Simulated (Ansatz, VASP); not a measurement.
Cr in VASP and in Ansatz

INCAR

```
SYSTEM = Cr
PREC = Accurate
ENCUT = 520
EDIFF = 1E-7
ISMEAR = -1
SIGMA = 0.05
LREAL = .FALSE.
LASPH = .TRUE.
NELM = 150
ALGO = Fast
ISIF = 2
LWAVE = .FALSE.
LCHARG = .FALSE.
ISPIN = 2
MAGMOM = -1.14 2.22
LORBIT = 11
LMAXMIX = 4
GGA = PS
NBANDS = 23
```

File KPOINTS:

```
Automatic mesh
0
G
  11 11 6
  0 0 0
```

The input POSCAR:

```
Cr
1.0
    2.7140000000      0.0000000000      0.0000000000
   -1.3570000000      2.3503929459      0.0000000000
    0.0000000000      0.0000000000      4.4100000000
Cr
2
Direct
    0.6666666667      0.3333333333      0.7500000000
    0.3333333333      0.6666666667      0.2500000000
```

File input.yaml:

```yaml
crystal:
  lattice:
    - [2.714, 0.0, 0.0]
    - [-1.357, 2.3503929459, 0.0]
    - [0.0, 0.0, 4.41]
  atoms:
    - { symbol: Cr, position: [0.6666666667, 0.3333333333, 0.75], spin: -1.14 }
    - { symbol: Cr, position: [0.3333333333, 0.6666666667, 0.25], spin: 2.22 }
hamiltonian:
  xc: pbesol
  pseudopotentials: { kind: paw }
magnetization:
  spin_polarized: true
kpoints:
  mp_grid: { grid: [11, 11, 6] }
scf:
  occupations: { method: fermi_dirac, width: 0.05 }
output:
  forces: true
  stress: true
  eigenvalues: true
```

Alike in both runs: task single point; functional PBEsol; k mesh 11 × 11 × 6; occupations fermi-dirac, width 0.05 eV; collinear spin.

|  | VASP | Ansatz |
| --- | --- | --- |
| version | VASP 6.6.1 | Ansatz 0.2.0 |
| potentials or method | VASP PAW PBE potentials, release 64 (Cr_pv) | Ansatz PAW |
| plane-wave cutoff (eV) | 520 | 420 |
| valence electrons in the cell | 24 | 28 |

```csv
,VASP,Ansatz,Ansatz less VASP
gap on the k mesh at the Fermi level (eV),none,none,-
net moment per atom (μB),0.84,0.82,-0.022
size of the moment on the site where the two differ most (μB),0.78,0.75,-0.028
```

VASP's potentials were made for PBE, not for PBEsol. Site moments also hang on the region over which each program counts them. A gap of «none» marks a metal or a gap that the smearing closes. VASP's potentials hold 24 valence electrons a cell and Ansatz's 28, so a difference there can come from the potentials and not from the codes.
